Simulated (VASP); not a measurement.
Set up this calculation in VASP 6.6.1, as the native input.

| Item | Value |
| --- | --- |
| Task | single point |
| Functional | PBE |
| Potentials or basis | VASP PAW PBE potentials, release 64 (Cr_sv) |
| Cutoff | 600 eV |
| k mesh | 10 × 10 × 10 |
| Occupations | fermi-dirac, width 0.05 eV |
| Spin | collinear spin, ferromagnetic start |
| Starting moments | [3.0] μB |
| Fixed moment | 3 μB |
| Dipole correction | no |
| Second run | valence_matched |
| Further INCAR settings | ALGO = Normal; EDIFF = 1e-06; NBANDS = 17 |

The structure of Cr lies in POSCAR:

```
Cr
1.0
   -1.4844496776      1.4844496776      1.4844496776
    1.4844496776     -1.4844496776      1.4844496776
    1.4844496776      1.4844496776     -1.4844496776
Cr
1
Direct
    0.0000000000      0.0000000000      0.0000000000
```

The input as run:

INCAR

```
SYSTEM = Cr
PREC = Accurate
ENCUT = 600
EDIFF = 1E-6
ISMEAR = -1
SIGMA = 0.05
LREAL = .False.
LASPH = .True.
NELM = 200
ALGO = Normal
ISIF = 2
LWAVE = .False.
LCHARG = .True.
ISPIN = 2
MAGMOM = 3
LORBIT = 11
NUPDOWN = 3.0
LMAXMIX = 4
GGA = PE
LELF = .True.
LVHAR = .True.
NBANDS = 17
GGA_COMPAT = .False.
```

KPOINTS

```
Automatic mesh
0
Gamma
  10 10 10
  0 0 0
```

Potentials or basis: VASP PAW PBE potentials, release 64 (Cr_sv).

Launch:

```bash
$ cat potpaw_PBE.64/Cr_sv/POTCAR > POTCAR
$ mpirun -np 1 vasp_std > vasp.out
```

It gave:

```yaml
Pressure: 22.0 GPa
Net_moment: 3.00 μB per cell
Site_moments: Cr +2.48 μB
Valence_electrons_inside_the_program's_atomic_spheres: Cr 11.81
```

Caveat: the total moment is fixed, so each spin has its own Fermi level.

Run time: 30 s on 1 thread of Intel(R) Xeon(R) Platinum 8259CL CPU @ 2.50GHz (Skylake/Cascade Lake) (shared host), peak memory 0.15 GiB.
